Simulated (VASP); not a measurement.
InSb: single point with PBE

InSb:

```
CELL_PARAMETERS angstrom
0.00000 3.28172 3.28172
3.28172 0.00000 3.28172
3.28172 3.28172 0.00000
ATOMIC_POSITIONS crystal
In 0.00000 0.00000 0.00000
Sb 0.75000 0.75000 0.75000
```

```
Program                : VASP 6.6.1
Task                   : single point
Functional             : PBE
Potentials or basis    : VASP PAW PBE potentials, release 64 (In_d, Sb)
Cutoff                 : 520 eV
k mesh                 : 12 × 12 × 12
Occupations            : fermi-dirac, width 0.05 eV
Spin                   : no spin polarisation
Dipole correction      : no
Further INCAR settings : ALGO = Normal; EDIFF = 1e-06; NBANDS = 16
```

```json
{
 "Pressure": "1.3 GPa",
 "Band gap on the k mesh": "zero (filled and empty bands touch)"
}
```

Levels at points of the mesh, in eV from the Fermi level:
```tsv
k point	band 7	band 8	band 9	band 10	band 11	band 12
(0.00, 0.00, 0.00)	-0.50	-0.09	-0.09	-0.09	2.87	2.87
(0.50, 0.00, 0.00)	-5.54	-1.04	-1.04	0.38	3.71	3.71
(0.50, 0.50, 0.00)	-5.85	-2.23	-2.23	1.25	1.32	7.83
```

Wall time 2.3 min on 1 thread of AMD EPYC 7571, with other jobs on the host, peak memory 0.22 GiB.

Caveat: semilocal functionals underestimate gaps, so a narrow gap can read as zero; spin-orbit coupling is left out, which moves the levels of the heavy elements.
